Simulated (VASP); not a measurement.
# AlGa5Sb6 (P-4m2) in VASP: a series of runs

The runs below take AlGa5Sb6 through single point, with PBE.

Program: VASP 6.6.1. These are calculated values, not measurements. Logs are shortened: lines on timing, memory, paths and dates and some standing lists are left out, and cuts for length are marked.

## 1. The cell of the first run

It takes space group P-4m2 (No. 115, tetragonal). The conventional cell has a = 4.398 Å, b = 4.398 Å, c = 18.631 Å, α = 90.00°, β = 90.00°, γ = 90.00°. Al (site symmetry -4m2) has 4 Sb at 2.69 Å within 3.6 Å. Ga (site symmetry 2mm) has 4 Sb at 2.69 Å within 3.5 Å. Ga (site symmetry 2mm) has 4 Sb at 2.69 Å within 3.5 Å. Ga (site symmetry -4m2) has 4 Sb at 2.69 Å within 3.5 Å. Within 3.5 Å of Sb (site symmetry 2mm) lie 4 Ga at 2.69 Å. Sb (site symmetry 2mm) has 2 Al at 2.69 Å and 2 Ga at 2.69 Å within 3.6 Å. Sb (site symmetry 2mm) has 4 Ga at 2.69 Å within 3.5 Å.

## 2. Single point, PBE

The input, INCAR:

```
ALGO = Normal
EDIFF = 1E-6
ENCUT = 520
GGA = PE
ISIF = 2
ISMEAR = 0
LASPH = True
LCHARG = True
LELF = True
LREAL = False
LVHAR = True
LWAVE = False
NBANDS = 61
NELM = 100
PREC = Accurate
SIGMA = 0.1
```

The input, KPOINTS:

```
k-points
0
Gamma
  4 4 1
```

The input, POSCAR:

```
AlGa5Sb6
1.0
    4.3982387000      0.0000000000      0.0000000000
    0.0000000000      4.3982387000      0.0000000000
    0.0000000000      0.0000000000     18.6313789000
Al Ga Sb
1 5 6
Direct
    0.0000000000      0.0000000000      0.0000000000
    0.0000000000      0.0000000000      0.6665620000
    0.5000000000      0.5000000000      0.8330260000
    0.5000000000      0.5000000000      0.1669740000
    0.0000000000      0.0000000000      0.3334380000
    0.5000000000      0.5000000000      0.5000000000
    0.5000000000      0.0000000000      0.7498030000
    0.0000000000      0.5000000000      0.9165410000
    0.5000000000      0.0000000000      0.0834590000
    0.0000000000      0.5000000000      0.2501970000
    0.5000000000      0.0000000000      0.4167210000
    0.0000000000      0.5000000000      0.5832790000
```

Potentials or basis: VASP PAW PBE potentials, release 64 (Al, Ga_d, Sb).

On the command line:

```sh
cat potpaw_PBE.64/Al/POTCAR potpaw_PBE.64/Ga_d/POTCAR potpaw_PBE.64/Sb/POTCAR > POTCAR
mpirun -np 1 vasp_std > vasp.out
```

OUTCAR:

```text
EDIFF = 1E-6
   ENCUT = 520
   GGA = PE
   ISIF = 2
   ISMEAR = 0
   LASPH = True
   LREAL = False
   NELM = 100
   PREC = Accurate

 ion  position               nearest neighbor table
   1  0.000  0.000  0.000-   8 2.69   9 2.69   8 2.69   9 2.69
   2  0.000  0.000  0.667-   7 2.69   7 2.69  12 2.69  12 2.69
   3  0.500  0.500  0.833-   7 2.69   7 2.69   8 2.69   8 2.69
   4  0.500  0.500  0.167-  10 2.69  10 2.69   9 2.69   9 2.69
   5  0.000  0.000  0.333-  10 2.69  10 2.69  11 2.69  11 2.69
   6  0.500  0.500  0.500-  11 2.69  12 2.69  11 2.69  12 2.69
   7  0.500  0.000  0.750-   3 2.69   3 2.69   2 2.69   2 2.69
   8  0.000  0.500  0.917-   1 2.69   1 2.69   3 2.69   3 2.69
   9  0.500  0.000  0.083-   1 2.69   1 2.69   4 2.69   4 2.69
  10  0.000  0.500  0.250-   4 2.69   4 2.69   5 2.69   5 2.69
  11  0.500  0.000  0.417-   6 2.69   6 2.69   5 2.69   5 2.69
  12  0.000  0.500  0.583-   6 2.69   6 2.69   2 2.69   2 2.69

  LATTYP: Found a simple tetragonal cell.
 ALAT       =     4.3982387000
 C/A-ratio  =     4.2360999870

  Lattice vectors:

 A1 = (   4.3982387000,   0.0000000000,   0.0000000000)
 A2 = (   0.0000000000,   4.3982387000,   0.0000000000)
 A3 = (   0.0000000000,   0.0000000000,  18.6313789000)

Analysis of symmetry for initial positions (statically):
=====================================================================
 Subroutine PRICEL returns:
 Original cell was already a primitive cell.

 Routine SETGRP: Setting up the symmetry group for a
 simple tetragonal supercell.

 Subroutine GETGRP returns: Found  8 space group operations
 (whereof  8 operations were pure point group operations)
 out of a pool of 16 trial point group operations.

The static configuration has the point symmetry D_2d.

Analysis of symmetry for dynamics (positions and initial velocities):
=====================================================================
 Subroutine PRICEL returns:
 Original cell was already a primitive cell.

 Routine SETGRP: Setting up the symmetry group for a
 simple tetragonal supercell.

 Subroutine GETGRP returns: Found  8 space group operations
 (whereof  8 operations were pure point group operations)
 out of a pool of 16 trial point group operations.

The dynamic configuration has the point symmetry D_2d.

 Subroutine INISYM returns: Found  8 space group operations
 (whereof  8 operations are pure point group operations),
 and found     1 'primitive' translations

----------------------------------------------------------------------------------------

                                     Primitive cell

  volume of cell :     360.4148

  direct lattice vectors                    reciprocal lattice vectors
     4.398238700  0.000000000  0.000000000     0.227363740  0.000000000  0.000000000
     0.000000000  4.398238700  0.000000000     0.000000000  0.227363740  0.000000000
     0.000000000  0.000000000 18.631378900     0.000000000  0.000000000  0.053672893

  length of vectors
     4.398238700  4.398238700 18.631378900     0.227363740  0.227363740  0.053672893

  position of ions in fractional coordinates (direct lattice)
     0.000000000  0.000000000  0.000000000
     0.000000000  0.000000000  0.666562000
     0.500000000  0.500000000  0.833026000
     0.500000000  0.500000000  0.166974000
     0.000000000  0.000000000  0.333438000
     0.500000000  0.500000000  0.500000000
     0.500000000  0.000000000  0.749803000
     0.000000000  0.500000000  0.916541000
     0.500000000  0.000000000  0.083459000
     0.000000000  0.500000000  0.250197000
     0.500000000  0.000000000  0.416721000
     0.000000000  0.500000000  0.583279000

  ion indices of the primitive-cell ions
   primitive index   ion index
                 1           1
                 2           2
                 3           3
                 4           4
                 5           5
                 6           6
                 7           7
                 8           8
                 9           9
                10          10
                11          11
                12          12

----------------------------------------------------------------------------------------

 KPOINTS: k-points

Automatic generation of k-mesh.
 Grid dimensions read from file:
 generate k-points for:    4    4    1

 Generating k-lattice:

  Cartesian coordinates                     Fractional coordinates (reciprocal lattice)
     0.056840935  0.000000000  0.000000000     0.250000000  0.000000000  0.000000000
     0.000000000  0.056840935  0.000000000     0.000000000  0.250000000  0.000000000
     0.000000000  0.000000000  0.053672893     0.000000000  0.000000000  1.000000000

  Length of vectors
     0.056840935  0.056840935  0.053672893

  Shift w.r.t. Gamma in fractional coordinates (k-lattice)
     0.000000000  0.000000000  0.000000000

 Subroutine IBZKPT returns following result:
 ===========================================

 Found      6 irreducible k-points:

 Following reciprocal coordinates:
            Coordinates               Weight
  0.000000  0.000000  0.000000      1.000000
  0.250000  0.000000  0.000000      4.000000
  0.500000  0.000000  0.000000      2.000000
  0.250000  0.250000  0.000000      4.000000
  0.500000  0.250000  0.000000      4.000000
  0.500000  0.500000  0.000000      1.000000
   k-points           NKPTS =      6   k-points in BZ     NKDIM =      6   number of bands    NBANDS=     61
   number of dos      NEDOS =    301   number of ions     NIONS =     12
   total plane-waves  NPLWV = 181440
   dimension x,y,z NGX =    36 NGY =   36 NGZ =  140
   dimension x,y,z NGXF=    72 NGYF=   72 NGZF=  280
   ions per type =               1   5   6
   NGX,Y,Z   is equivalent  to a cutoff of  13.61, 13.61, 12.49 a.u.
   NGXF,Y,Z  is equivalent  to a cutoff of  27.21, 27.21, 24.98 a.u.
 SYSTEM =  unknown system
   PREC   = accura    normal or accurate (medium, high low for compatibility)
   ISTART =      0    job   : 0-new  1-cont  2-samecut
   ICHARG =      2    charge: 1-file 2-atom 10-const
   ISPIN  =      1    spin polarized calculation?
   LNONCOLLINEAR =      F non collinear calculations
   LSORBIT =      F    spin-orbit coupling
   LASPH  =      T    aspherical Exc in radial PAW
   ENCUT  =  520.0 eV  38.22 Ry    6.18 a.u.   8.18  8.18 34.64*2*pi/ulx,y,z
   NELM   =    100;   NELMIN=  2; NELMDL= -5     # of ELM steps
   EDIFF  = 0.1E-05   stopping-criterion for ELM
   LREAL  =      F    real-space projection
   EDIFFG = 0.1E-04   stopping-criterion for IOM
   NSW    =      0    number of steps for IOM
   IBRION =     -1    ionic relax: 0-MD 1-quasi-New 2-CG
   NFREE  =      0    steps in history (QN), initial steepest desc. (CG)
   ISIF   =      2    stress and relaxation
   ISYM   =      2    0-nonsym 1-usesym 2-fastsym
   POTIM  = 0.5000    time-step for ionic-motion
   TEBEG  =    0.0;   TEEND  =   0.0 temperature during run
   PSTRESS=    0.0 pullay stress
   NELECT =      98.0000    total number of electrons
   NUPDOWN=      -1.0000    fix difference up-down
   EMIN   =  10.00;   EMAX   =-10.00  energy-range for DOS
   EFERMI =   0.00;   METHOD = LEGACY
   ISMEAR =     0;   SIGMA  =   0.10  broadening in eV -4-tet -1-fermi 0-gaus
   EFERMI_NEDOS =   21; number of points for ismear=-14 and -15
   IALGO  =     38    algorithm
   IMIX   =      4    mixing-type and parameters
     AMIX     =   0.40;   BMIX     =  1.00
     AMIX_MAG =   1.60;   BMIX_MAG =  1.00
  volume/ion in A,a.u.               =      30.03       202.68
  Fermi-wavevector in a.u.,A,eV,Ry     =   1.060594  2.004233 15.304656  1.124860
  Thomas-Fermi vector in A             =   2.195981
   LORBIT       =      0    0 simple, 1 ext, 2 COOP (PROOUT), +10 PAW based schemes
   GGA     = PE    functional components
   LHFCALC =     F    Hartree Fock is set to
   AEXX    =    0.0000 exact exchange contribution
   IVDW    =     0    specifies the selected vdW correction
   LEPSILON=     F    determine dielectric tensor
   LRPA    =     F    only Hartree local field effects (RPA)
 non-spin polarized calculation
 Gauss-broadening in eV      SIGMA  =   0.10
  energy-cutoff  :      520.00
  volume of cell :      360.41
 maximum number of plane-waves:      9737
 NGX is ok and might be reduce to    36
   NGX = 17   NGY = 17   NGZ = 69

 number of electron      97.9999957 magnetization

 Free energy of the ion-electron system (eV)
  ---------------------------------------------------
  ext. energy  EPLUGINS =         0.00000000
  ---------------------------------------------------
  free energy    TOTEN  =       -44.70772523 eV

  energy without entropy =      -44.69702008  energy(sigma->0) =      -44.70237266

 E-fermi :   4.4454     XC(G=0):  -8.8095

 val. band max:        4.4113665904   @ k =   0.0000   0.0000   0.0000
 cond. band min:       5.2477216920   @ k =   0.2500   0.0000   0.0000
 fundamental gap:      0.8363551017
 Fermi energy:         4.4453990347

 k-point     1 :       0.0000    0.0000    0.0000
  band No.  band energies     occupation
      1     -10.5163      2.00000
      2     -10.5133      2.00000
      3     -10.5037      2.00000
      4     -10.4922      2.00000
      5     -10.4868      2.00000
      6     -10.4868      2.00000
[... 53 lines left out ...]
     60       7.0721      0.00000
     61       7.2386      0.00000

 k-point     2 :       0.2500    0.0000    0.0000
  band No.  band energies     occupation
      1     -10.5129      2.00000
      2     -10.5110      2.00000
      3     -10.5038      2.00000
      4     -10.4971      2.00000
      5     -10.4946      2.00000
      6     -10.4894      2.00000
[... 245 lines left out ...]
     60       8.4536      0.00000
     61       8.6213      0.00000

 k-point     6 :       0.5000    0.5000    0.0000
  band No.  band energies     occupation
      1     -10.5237      2.00000
      2     -10.5237      2.00000
      3     -10.5187      2.00000
      4     -10.5187      2.00000
      5     -10.5027      2.00000
      6     -10.5027      2.00000
[... 53 lines left out ...]
     60       7.3118      0.00000
     61       7.3118      0.00000

------------------------ aborting loop because EDIFF is reached ----------------------------------------

  FORCE on cell =-STRESS in cart. coord.  units (eV):
  Direction    XX          YY          ZZ          XY          YZ          ZX
  --------------------------------------------------------------------------------------
  -------------------------------------------------------------------------------------
  Total        1.5694969      1.5694969     -0.5086552      0.0000000      0.0000000      0.0000000
  in kB        6.9769956      6.9769956     -2.2611612      0.0000000      0.0000000      0.0000000
  external PRESSURE =       3.8976100 kB  Pullay stress =       0.0000000 kB

 VOLUME and BASIS-vectors are now :
 -----------------------------------------------------------------------------
  energy-cutoff  :      520.00
  volume of cell :      360.41
      direct lattice vectors                 reciprocal lattice vectors
     4.398238700  0.000000000  0.000000000     0.227363740  0.000000000  0.000000000
     0.000000000  4.398238700  0.000000000     0.000000000  0.227363740  0.000000000
     0.000000000  0.000000000 18.631378900     0.000000000  0.000000000  0.053672893

 POSITION                                       TOTAL-FORCE (eV/Angst)
 -----------------------------------------------------------------------------------
      0.00000      0.00000      0.00000        -0.000000      0.000000     -0.000000
      0.00000      0.00000     12.41897        -0.000000      0.000000     -0.002183
      2.19912      2.19912     15.52042        -0.000000     -0.000000      0.001782
      2.19912      2.19912      3.11096        -0.000000      0.000000     -0.001782
      0.00000      0.00000      6.21241         0.000000      0.000000      0.002183
      2.19912      2.19912      9.31569        -0.000000      0.000000     -0.000000
      2.19912      0.00000     13.96986        -0.000000      0.000000     -0.000029
      0.00000      2.19912     17.07642        -0.000000      0.000000     -0.015291
      2.19912      0.00000      1.55496        -0.000000      0.000000      0.015291
      0.00000      2.19912      4.66152        -0.000000      0.000000      0.000029
      2.19912      0.00000      7.76409        -0.000000      0.000000     -0.000491
      0.00000      2.19912     10.86729        -0.000000      0.000000      0.000491
 -----------------------------------------------------------------------------------
    total drift:                                0.000000      0.000000      0.000000

  FREE ENERGIE OF THE ION-ELECTRON SYSTEM (eV)
  ---------------------------------------------------
  free  energy   TOTEN  =       -44.7077252326 eV

  energy  without entropy=      -44.6970200787  energy(sigma->0) =      -44.70237266
```

Run time: 4.5 min. Hardware: 1 thread of Intel Xeon 8259CL, shared host; peak memory 0.47 GiB.

What came out:

```yaml
Free_energy: -44.7077 eV
Pressure: 0.4 GPa
Largest_force: 0.015 eV/Å
Band_gap_on_the_k_mesh: zero (filled and empty bands touch)
```

Forces in eV/Å, atoms in the order of the input:
```
Al   0.000  0.000  0.000
Ga   0.000  0.000 -0.002
Ga   0.000  0.000  0.002
Ga   0.000  0.000 -0.002
Ga   0.000  0.000  0.002
Ga   0.000  0.000  0.000
Sb   0.000  0.000  0.000
Sb   0.000  0.000 -0.015
Sb   0.000  0.000  0.015
Sb   0.000  0.000  0.000
Sb   0.000  0.000  0.000
Sb   0.000  0.000  0.000
```

Caveat: semilocal functionals underestimate gaps, and a narrow one can read as zero; spin-orbit coupling is left out, which moves the levels of the heavy elements.

(Continued in part 2 of 2.)

The gap in the log of VASP goes by the Fermi energy; the results here count the filled bands.